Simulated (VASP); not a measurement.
# Rh (Fm-3m) in VASP: further runs, part 2 of 2

VASP 6.6.1.

### Step 3. Relaxation of cell and atoms, PBE

This run uses another cell than the first one, of 13.84 Å³/atom, 0.985 times its volume.

File INCAR:

```
SYSTEM = Rh
  ALGO = Normal
  EDIFF = 1E-7
  EDIFFG = -0.005
  ENCUT = 600
  GGA = PE
  IBRION = 2
  ISIF = 3
  ISMEAR = 0
  LASPH = .TRUE.
  LCHARG = .FALSE.
  LREAL = .FALSE.
  LWAVE = .FALSE.
  NELM = 80
  NSW = 100
  PREC = Accurate
  SIGMA = 0.1
```

File KPOINTS:

```
k-points
0
G
  18 18 18
  0 0 0
```

File POSCAR:

```
Rh
1.0
    0.0000000000      1.9055927546      1.9055927546
    1.9055927546      0.0000000000      1.9055927546
    1.9055927546      1.9055927546      0.0000000000
Rh
1
Direct
    0.0000000000      0.0000000000      0.0000000000
```

Potentials or basis: VASP PAW PBE potentials, release 64 (Rh_pv).

On the command line:

```
cat potpaw_PBE.64/Rh_pv/POTCAR > POTCAR
mpirun -np 1 vasp_std > vasp.out
```

OUTCAR:

```text
SYSTEM = Rh
   EDIFF = 1E-7
   EDIFFG = -0.005
   ENCUT = 600
   GGA = PE
   IBRION = 2
   ISIF = 3
   ISMEAR = 0
   LASPH = .TRUE.
   LREAL = .FALSE.
   NELM = 80
   NSW = 100
   PREC = Accurate

 ion  position               nearest neighbor table
   1  0.000  0.000  0.000-

  LATTYP: Found a face centered cubic cell.
 ALAT       =     3.8111855092

  Lattice vectors:

 A1 = (   0.0000000000,   1.9055927546,   1.9055927546)
 A2 = (   1.9055927546,   0.0000000000,   1.9055927546)
 A3 = (   1.9055927546,   1.9055927546,   0.0000000000)

Analysis of symmetry for initial positions (statically):
=====================================================================
 Subroutine PRICEL returns:
 Original cell was already a primitive cell.

 Routine SETGRP: Setting up the symmetry group for a
 face centered cubic supercell.

 Subroutine GETGRP returns: Found 48 space group operations
 (whereof 48 operations were pure point group operations)
 out of a pool of 48 trial point group operations.

The static configuration has the point symmetry O_h .

Analysis of symmetry for dynamics (positions and initial velocities):
=====================================================================
 Subroutine PRICEL returns:
 Original cell was already a primitive cell.

 Routine SETGRP: Setting up the symmetry group for a
 face centered cubic supercell.

 Subroutine GETGRP returns: Found 48 space group operations
 (whereof 48 operations were pure point group operations)
 out of a pool of 48 trial point group operations.

The dynamic configuration has the point symmetry O_h .

 Subroutine INISYM returns: Found 48 space group operations
 (whereof 48 operations are pure point group operations),
 and found     1 'primitive' translations

----------------------------------------------------------------------------------------

                                     Primitive cell

  volume of cell :      13.8395

  direct lattice vectors                    reciprocal lattice vectors
     0.000000000  1.905592755  1.905592755    -0.262385548  0.262385548  0.262385548
     1.905592755  0.000000000  1.905592755     0.262385548 -0.262385548  0.262385548
     1.905592755  1.905592755  0.000000000     0.262385548  0.262385548 -0.262385548

  length of vectors
     2.694915118  2.694915118  2.694915118     0.454465101  0.454465101  0.454465101

  position of ions in fractional coordinates (direct lattice)
     0.000000000  0.000000000  0.000000000

  ion indices of the primitive-cell ions
   primitive index   ion index
                 1           1

----------------------------------------------------------------------------------------

 KPOINTS: k-points

Automatic generation of k-mesh.
 Grid dimensions read from file:
 generate k-points for:   18   18   18

 Generating k-lattice:

  Cartesian coordinates                     Fractional coordinates (reciprocal lattice)
    -0.014576975  0.014576975  0.014576975     0.055555556  0.000000000  0.000000000
     0.014576975 -0.014576975  0.014576975     0.000000000  0.055555556  0.000000000
[... 42 lines left out ...]
   total plane-waves  NPLWV =  13824
   dimension x,y,z NGX =    24 NGY =   24 NGZ =   24
   dimension x,y,z NGXF=    48 NGYF=   48 NGZF=   48
   ions per type =               1
   NGX,Y,Z   is equivalent  to a cutoff of  14.81, 14.81, 14.81 a.u.
   NGXF,Y,Z  is equivalent  to a cutoff of  29.61, 29.61, 29.61 a.u.
 SYSTEM =  Rh
   PREC   = accura    normal or accurate (medium, high low for compatibility)
   ISTART =      0    job   : 0-new  1-cont  2-samecut
   ICHARG =      2    charge: 1-file 2-atom 10-const
   ISPIN  =      1    spin polarized calculation?
   LNONCOLLINEAR =      F non collinear calculations
   LSORBIT =      F    spin-orbit coupling
   LASPH  =      T    aspherical Exc in radial PAW
   ENCUT  =  600.0 eV  44.10 Ry    6.64 a.u.   5.38  5.38  5.38*2*pi/ulx,y,z
   NELM   =     80;   NELMIN=  2; NELMDL= -5     # of ELM steps
   EDIFF  = 0.1E-06   stopping-criterion for ELM
   LREAL  =      F    real-space projection
   EDIFFG = -.5E-02   stopping-criterion for IOM
   NSW    =    100    number of steps for IOM
   IBRION =      2    ionic relax: 0-MD 1-quasi-New 2-CG
   NFREE  =      1    steps in history (QN), initial steepest desc. (CG)
   ISIF   =      3    stress and relaxation
   ISYM   =      2    0-nonsym 1-usesym 2-fastsym
   POTIM  = 0.5000    time-step for ionic-motion
   TEBEG  =    0.0;   TEEND  =   0.0 temperature during run
   PSTRESS=    0.0 pullay stress
   NELECT =      15.0000    total number of electrons
   NUPDOWN=      -1.0000    fix difference up-down
   EMIN   =  10.00;   EMAX   =-10.00  energy-range for DOS
   EFERMI =   0.00;   METHOD = LEGACY
   ISMEAR =     0;   SIGMA  =   0.10  broadening in eV -4-tet -1-fermi 0-gaus
   EFERMI_NEDOS =   21; number of points for ismear=-14 and -15
   IALGO  =     38    algorithm
   IMIX   =      4    mixing-type and parameters
     AMIX     =   0.40;   BMIX     =  1.00
     AMIX_MAG =   1.60;   BMIX_MAG =  1.00
  volume/ion in A,a.u.               =      13.84        93.39
  Fermi-wavevector in a.u.,A,eV,Ry     =   1.681635  3.177830 38.475880  2.827897
  Thomas-Fermi vector in A             =   2.765157
   LORBIT       =      0    0 simple, 1 ext, 2 COOP (PROOUT), +10 PAW based schemes
   GGA     = PE    functional components
   LHFCALC =     F    Hartree Fock is set to
   AEXX    =    0.0000 exact exchange contribution
   IVDW    =     0    specifies the selected vdW correction
   LEPSILON=     F    determine dielectric tensor
   LRPA    =     F    only Hartree local field effects (RPA)
 conjugate gradient relaxation of ions
 non-spin polarized calculation
 Gauss-broadening in eV      SIGMA  =   0.10
  energy-cutoff  :      600.00
  volume of cell :       13.84
 maximum number of plane-waves:       483
 NGX is ok and might be reduce to    24
   NGX = 11   NGY = 11   NGZ = 11

--------------------------------------- Ionic step        1  -------------------------------------------

 number of electron      15.0000002 magnetization

 Free energy of the ion-electron system (eV)
  ---------------------------------------------------
  ext. energy  EPLUGINS =         0.00000000
  ---------------------------------------------------
  free energy    TOTEN  =        -7.25921563 eV

  energy without entropy =       -7.25223665  energy(sigma->0) =       -7.25572614

------------------------ aborting loop because EDIFF is reached ----------------------------------------

  FORCE on cell =-STRESS in cart. coord.  units (eV):
  Direction    XX          YY          ZZ          XY          YZ          ZX
  --------------------------------------------------------------------------------------
  -------------------------------------------------------------------------------------
  Total        0.3316661      0.3316661      0.3316661      0.0000000      0.0000000      0.0000000
  in kB       38.3964830     38.3964830     38.3964830      0.0000000      0.0000000      0.0000000
  external PRESSURE =      38.3964830 kB  Pullay stress =       0.0000000 kB
[... 57 lines left out ...]
--------------------------------------- Ionic step        3  -------------------------------------------

 number of electron      15.0000000 magnetization

 Free energy of the ion-electron system (eV)
  ---------------------------------------------------
  ext. energy  EPLUGINS =         0.00000000
  ---------------------------------------------------
  free energy    TOTEN  =        -7.26156115 eV

  energy without entropy =       -7.25440029  energy(sigma->0) =       -7.25798072

 E-fermi :  11.5233     XC(G=0): -13.8969

 val. band max:       11.5230695181   @ k =   0.5000   0.3889   0.0556
 cond. band min:      11.5312089458   @ k =  -0.4444   0.3333   0.1667
 fundamental gap:      0.0081394277
 Fermi energy:        11.5232670707

 k-point     1 :       0.0000    0.0000    0.0000
  band No.  band energies     occupation
      1     -34.8282      2.00000
      2     -34.8282      2.00000
      3     -34.8282      2.00000
      4       3.7174      2.00000
      5       8.5391      2.00000
      6       8.5391      2.00000
      7       8.5391      2.00000
      8      10.5554      2.00000
      9      10.5554      2.00000
     10      27.5310      0.00000
     11      32.1038      0.00000
[... 309 lines left out ...]
 k-point    24 :      -0.2222    0.0556    0.0000
  band No.  band energies     occupation
      1     -35.1563      2.00000
      2     -34.8955      2.00000
      3     -34.8659      2.00000
      4       5.5267      2.00000
      5       8.2059      2.00000
      6       8.9188      2.00000
      7       8.9698      2.00000
      8      10.3736      2.00000
      9      11.0310      2.00000
     10      26.8320      0.00000
     11      29.1423      0.00000

 [... further k-points ...]
[... 5 lines left out ...]
  --------------------------------------------------------------------------------------
  -------------------------------------------------------------------------------------
  Total       -0.0030430     -0.0030430     -0.0030430      0.0000000     -0.0000000      0.0000000
  in kB       -0.3472214     -0.3472214     -0.3472214      0.0000000     -0.0000000      0.0000000
  external PRESSURE =      -0.3472214 kB  Pullay stress =       0.0000000 kB
[... 16 lines left out ...]
  FREE ENERGIE OF THE ION-ELECTRON SYSTEM (eV)
  ---------------------------------------------------
  free  energy   TOTEN  =        -7.2615611522 eV

  energy  without entropy=       -7.2544002855  energy(sigma->0) =       -7.25798072

 reached required accuracy - stopping structural energy minimisation
```

It took 37 s on 1 thread of Intel Xeon Platinum 8488C (Sapphire Rapids), shared host; peak memory 0.17 GiB.

What came out:

| Item | Value |
| --- | --- |
| Free energy | -7.2616 eV |
| Relaxed volume | 14.04 Å³/atom |
| Relaxed cell | a = 2.708 Å, b = 2.708 Å, c = 2.708 Å, α = 60.00°, β = 60.00°, γ = 60.00° |
| Space group after relaxing (to 0.05 Å) | Fm-3m (No. 225) |
| Energy gained by relaxing | 2.3 meV/atom |
| Ionic steps | 3 |
| Pressure after relaxing | 0.0 GPa |

Step by step:
```tsv
step	energy change (eV)	largest force (eV/Å)	pressure (GPa)	volume (Å³)
1	0.0000	0.0000	3.84	13.84
2	0.0098	0.0000	-7.87	14.51
3	-0.0023	0.0000	-0.03	14.04
```

Final structure:
```xyz
1
Lattice="0.0000 1.9148 1.9148 1.9148 0.0000 1.9148 1.9148 1.9148 0.0000" Properties=species:S:1:pos:R:3 pbc="T T T"
Rh    0.0000    0.0000    0.0000
```

Levels at points of the mesh, in eV from the Fermi level:
```tsv
k point	band 3	band 4	band 5	band 6	band 7	band 8	band 9	band 10	band 11
(0.00, 0.00, 0.00)	-46.35	-7.81	-2.98	-2.98	-2.98	-0.97	-0.97	16.01	20.58
(0.50, 0.00, 0.00)	-46.45	-5.95	-3.06	-3.06	0.54	0.54	0.76	8.42	15.50
(0.50, 0.50, 0.00)	-46.60	-6.12	-5.76	0.51	0.94	0.94	3.24	12.00	13.20
```
